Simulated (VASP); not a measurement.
# Si (Fd-3m) in VASP: further runs

Runs on Si. Level: PBE. Tasks: single point.

All numbers are computed with VASP 6.6.1; they aren't measurements. Logs are shortened: lines on timing, memory, paths and dates and some standing lists are left out, and cuts for length are marked.

## Step 1: The cell of the first run

It takes space group Fd-3m (No. 227, cubic). Conventional cell: a = 5.359 Å, b = 5.359 Å, c = 5.359 Å, α = 90.00°, β = 90.00°, γ = 90.00°. Within 3.1 Å of Si (site symmetry -43m) lie 4 Si at 2.32 Å.

## Step 2: Single point, PBE

File INCAR:

```
PREC = Accurate
ENCUT = 500
EDIFF = 1E-6
ISMEAR = -1
SIGMA = 0.06122561905347299
LREAL = F
LASPH = T
NELM = 120
ALGO = Normal
ISIF = 2
LWAVE = F
LCHARG = T
GGA = PE
LELF = T
LVHAR = T
NBANDS = 11
GGA_COMPAT = F
```

File KPOINTS:

```
regular mesh
0
Gamma
  34 34 34
```

File POSCAR:

```
Si
1.0
    0.0000000000      2.6792684831      2.6792684831
    2.6792684831      0.0000000000      2.6792684831
    2.6792684831      2.6792684831      0.0000000000
Si
2
Direct
    0.0000000000      0.0000000000      0.0000000000
    0.2500000000      0.2500000000      0.2500000000
```

Potentials or basis: VASP PAW PBE potentials, release 64 (Si).

Command:

```sh
$ cat potpaw_PBE.64/Si/POTCAR > POTCAR
$ mpirun -np 1 vasp_std > vasp.out
```

OUTCAR:

```text
PREC = Accurate
   ENCUT = 500
   EDIFF = 1E-6
   ISMEAR = -1
   LREAL = F
   LASPH = T
   NELM = 120
   ISIF = 2
   GGA = PE

 ion  position               nearest neighbor table
   1  0.000  0.000  0.000-   2 2.32   2 2.32   2 2.32   2 2.32
   2  0.250  0.250  0.250-   1 2.32   1 2.32   1 2.32   1 2.32

  LATTYP: Found a face centered cubic cell.
 ALAT       =     5.3585369662

  Lattice vectors:

 A1 = (   0.0000000000,   2.6792684831,   2.6792684831)
 A2 = (   2.6792684831,   0.0000000000,   2.6792684831)
 A3 = (   2.6792684831,   2.6792684831,   0.0000000000)

Analysis of symmetry for initial positions (statically):
=====================================================================
 Subroutine PRICEL returns:
 Original cell was already a primitive cell.

 Routine SETGRP: Setting up the symmetry group for a
 face centered cubic supercell.

 Subroutine GETGRP returns: Found 48 space group operations
 (whereof 24 operations were pure point group operations)
 out of a pool of 48 trial point group operations.

The static configuration has the point symmetry T_d .
 The point group associated with its full space group is O_h .

Analysis of symmetry for dynamics (positions and initial velocities):
=====================================================================
 Subroutine PRICEL returns:
 Original cell was already a primitive cell.

 Routine SETGRP: Setting up the symmetry group for a
 face centered cubic supercell.

 Subroutine GETGRP returns: Found 48 space group operations
 (whereof 24 operations were pure point group operations)
 out of a pool of 48 trial point group operations.

The dynamic configuration has the point symmetry T_d .
 The point group associated with its full space group is O_h .

 Subroutine INISYM returns: Found 48 space group operations
 (whereof 24 operations are pure point group operations),
 and found     1 'primitive' translations

----------------------------------------------------------------------------------------

                                     Primitive cell

  volume of cell :      38.4661

  direct lattice vectors                    reciprocal lattice vectors
     0.000000000  2.679268483  2.679268483    -0.186618102  0.186618102  0.186618102
     2.679268483  0.000000000  2.679268483     0.186618102 -0.186618102  0.186618102
     2.679268483  2.679268483  0.000000000     0.186618102  0.186618102 -0.186618102

[... 83 lines left out ...]
   EDIFF  = 0.1E-05   stopping-criterion for ELM
   LREAL  =      F    real-space projection
   EDIFFG = 0.1E-04   stopping-criterion for IOM
   NSW    =      0    number of steps for IOM
   IBRION =     -1    ionic relax: 0-MD 1-quasi-New 2-CG
   NFREE  =      0    steps in history (QN), initial steepest desc. (CG)
   ISIF   =      2    stress and relaxation
   ISYM   =      2    0-nonsym 1-usesym 2-fastsym
   POTIM  = 0.5000    time-step for ionic-motion
   TEBEG  =    0.0;   TEEND  =   0.0 temperature during run
   PSTRESS=    0.0 pullay stress
   NELECT =       8.0000    total number of electrons
   NUPDOWN=      -1.0000    fix difference up-down
   EMIN   =  10.00;   EMAX   =-10.00  energy-range for DOS
   EFERMI =   0.00;   METHOD = LEGACY
   ISMEAR =    -1;   SIGMA  =   0.06  broadening in eV -4-tet -1-fermi 0-gaus
   EFERMI_NEDOS =   21; number of points for ismear=-14 and -15
   IALGO  =     38    algorithm
   IMIX   =      4    mixing-type and parameters
     AMIX     =   0.40;   BMIX     =  1.00
     AMIX_MAG =   1.60;   BMIX_MAG =  1.00
  volume/ion in A,a.u.               =      19.23       129.79
  Fermi-wavevector in a.u.,A,eV,Ry     =   0.969941  1.832922 12.800161  0.940785
  Thomas-Fermi vector in A             =   2.100035
   LORBIT       =      0    0 simple, 1 ext, 2 COOP (PROOUT), +10 PAW based schemes
   GGA     = PE    functional components
   LHFCALC =     F    Hartree Fock is set to
   AEXX    =    0.0000 exact exchange contribution
   IVDW    =     0    specifies the selected vdW correction
   LEPSILON=     F    determine dielectric tensor
   LRPA    =     F    only Hartree local field effects (RPA)
 non-spin polarized calculation
  energy-cutoff  :      500.00
  volume of cell :       38.47
 maximum number of plane-waves:       990
   NGX = 13   NGY = 13   NGZ = 13

 number of electron       8.0000000 magnetization

 Free energy of the ion-electron system (eV)
  ---------------------------------------------------
  ext. energy  EPLUGINS =         0.00000000
  ---------------------------------------------------
  free energy    TOTEN  =       -10.80557282 eV

  energy without entropy =      -10.80550430  energy(sigma->0) =      -10.80553856

 E-fermi :   6.4885     XC(G=0):  -9.5674

 val. band max:        6.2389862551   @ k =   0.0000   0.0000   0.0000
 cond. band min:       6.7387194123   @ k =   0.4118   0.4118   0.0000
 fundamental gap:      0.4997331573
 Fermi energy:         6.4884572977

 k-point     1 :       0.0000    0.0000    0.0000
  band No.  band energies     occupation
      1      -5.9994      2.00000
      2       6.2390      1.96657
      3       6.2390      1.96657
      4       6.2390      1.96657
      5       8.8203      0.00000
      6       8.8203      0.00000
      7       8.8203      0.00000
      8      10.0824      0.00000
      9      13.9782      0.00000
     10      13.9782      0.00000
     11      14.3604      0.00000
[... 309 lines left out ...]
 k-point    24 :       0.1765    0.0294    0.0000
  band No.  band energies     occupation
      1      -5.6150      2.00000
      2       3.8229      2.00000
      3       5.6223      2.00000
      4       5.8197      1.99996
      5       8.7800      0.00000
      6       9.3270      0.00000
      7       9.6762      0.00000
      8      12.0136      0.00000
      9      13.1288      0.00000
     10      13.5684      0.00000
     11      15.5532      0.00000

 [... further k-points ...]
[... 5 lines left out ...]
  --------------------------------------------------------------------------------------
  -------------------------------------------------------------------------------------
  Total        1.4845204      1.4845204      1.4845204      0.0000000      0.0000000      0.0000000
  in kB       61.8326751     61.8326751     61.8326751      0.0000000      0.0000000      0.0000000
  external PRESSURE =      61.8326751 kB  Pullay stress =       0.0000000 kB

 VOLUME and BASIS-vectors are now :
 -----------------------------------------------------------------------------
  energy-cutoff  :      500.00
  volume of cell :       38.47
      direct lattice vectors                 reciprocal lattice vectors
     0.000000000  2.679268483  2.679268483    -0.186618102  0.186618102  0.186618102
     2.679268483  0.000000000  2.679268483     0.186618102 -0.186618102  0.186618102
     2.679268483  2.679268483  0.000000000     0.186618102  0.186618102 -0.186618102

 POSITION                                       TOTAL-FORCE (eV/Angst)
 -----------------------------------------------------------------------------------
      0.00000      0.00000      0.00000         0.000000      0.000000      0.000000
      1.33963      1.33963      1.33963        -0.000000     -0.000000     -0.000000
 -----------------------------------------------------------------------------------
    total drift:                                0.000000      0.000000     -0.000000

  FREE ENERGIE OF THE ION-ELECTRON SYSTEM (eV)
  ---------------------------------------------------
  free  energy   TOTEN  =       -10.8055728193 eV

  energy  without entropy=      -10.8055043013  energy(sigma->0) =      -10.80553856
```

OSZICAR:

```text
N       E                     dE             d eps       ncg     rms          rms(c)
DAV:   1     0.598417839264E+01    0.59842E+01   -0.31499E+03 23330   0.546E+02
DAV:   2    -0.104936668367E+02   -0.16478E+02   -0.15686E+02 30971   0.832E+01
DAV:   3    -0.110064059669E+02   -0.51274E+00   -0.51140E+00 29604   0.123E+01
DAV:   4    -0.110101268248E+02   -0.37209E-02   -0.37204E-02 27966   0.133E+00
DAV:   5    -0.110101620073E+02   -0.35183E-04   -0.35182E-04 29607   0.119E-01    0.514E+00
DAV:   6    -0.108674000906E+02    0.14276E+00   -0.84458E-02 26458   0.119E+00    0.315E+00
DAV:   7    -0.108041528190E+02    0.63247E-01   -0.15694E-01 26829   0.174E+00    0.225E-01
DAV:   8    -0.108053590061E+02   -0.12062E-02   -0.65651E-03 26765   0.441E-01    0.845E-02
DAV:   9    -0.108055466173E+02   -0.18761E-03   -0.17592E-04 28974   0.834E-02    0.629E-02
DAV:  10    -0.108055725246E+02   -0.25907E-04   -0.22773E-05 27329   0.275E-02    0.740E-03
DAV:  11    -0.108055728193E+02   -0.29474E-06   -0.20478E-06 28522   0.744E-03
   1 F= -.10805573E+02 E0= -.10805539E+02  d E =-.685180E-04
```

Wall time 3 min (1 thread of AMD EPYC 9R45 (Zen 5), shared host); peak memory 0.39 GiB.

What came out:

| Item | Value |
| --- | --- |
| Free energy | -10.8056 eV |
| Pressure | 6.2 GPa |
| Band gap on the k mesh | 0.50 eV, indirect (least direct gap 2.58 eV) |

A k mesh can miss the band edges.

## Step 3: Single point, PBE

This run uses another cell than the first one, of 19.64 Å³/atom, 1.021 times its volume.

File INCAR:

```
PREC = Accurate ; ENCUT = 500
EDIFF = 1E-6 ; ISMEAR = -1
SIGMA = 0.06122561905347299 ; LREAL = F
LASPH = T ; NELM = 120
ALGO = Normal ; ISIF = 2
LWAVE = F ; LCHARG = F
GGA = PE ; NBANDS = 11
GGA_COMPAT = F
```

KPOINTS is that of step 2.

File POSCAR:

```
Si
1.0
    0.0000000000      2.6981371927      2.6981371927
    2.6981371927      0.0000000000      2.6981371927
    2.6981371927      2.6981371927      0.0000000000
Si
2
Direct
    0.0000000000      0.0000000000      0.0000000000
    0.2500000000      0.2500000000      0.2500000000
```

Potentials or basis: VASP PAW PBE potentials, release 64 (Si).

Command:

```sh
$ cat potpaw_PBE.64/Si/POTCAR > POTCAR
$ mpirun -np 1 vasp_std > vasp.out
```

Wall time 3.1 min (1 thread of AMD EPYC 9R45 (Zen 5), shared host); peak memory 0.39 GiB.

The run converged. Its results:

| Item | Value |
| --- | --- |
| Free energy | -10.8312 eV |
| Pressure | 3.9 GPa |
| Band gap on the k mesh | 0.54 eV, indirect (least direct gap 2.57 eV) |

Levels at points of the mesh, in eV from the valence-band top:
| k point | band 1 | band 2 | band 3 | band 4 | band 5 | band 6 | band 7 | band 8 |
| --- | --- | --- | --- | --- | --- | --- | --- | --- |
| (0.00, 0.00, 0.00) | -12.09 | 0.00 | 0.00 | 0.00 | 2.57 | 2.57 | 2.57 | 3.60 |
| (0.50, 0.00, 0.00) | -9.71 | -7.06 | -1.21 | -1.21 | 1.61 | 3.33 | 3.33 | 7.75 |
| (0.50, 0.50, 0.00) | -7.88 | -7.88 | -2.90 | -2.90 | 0.67 | 0.67 | 10.28 | 10.28 |
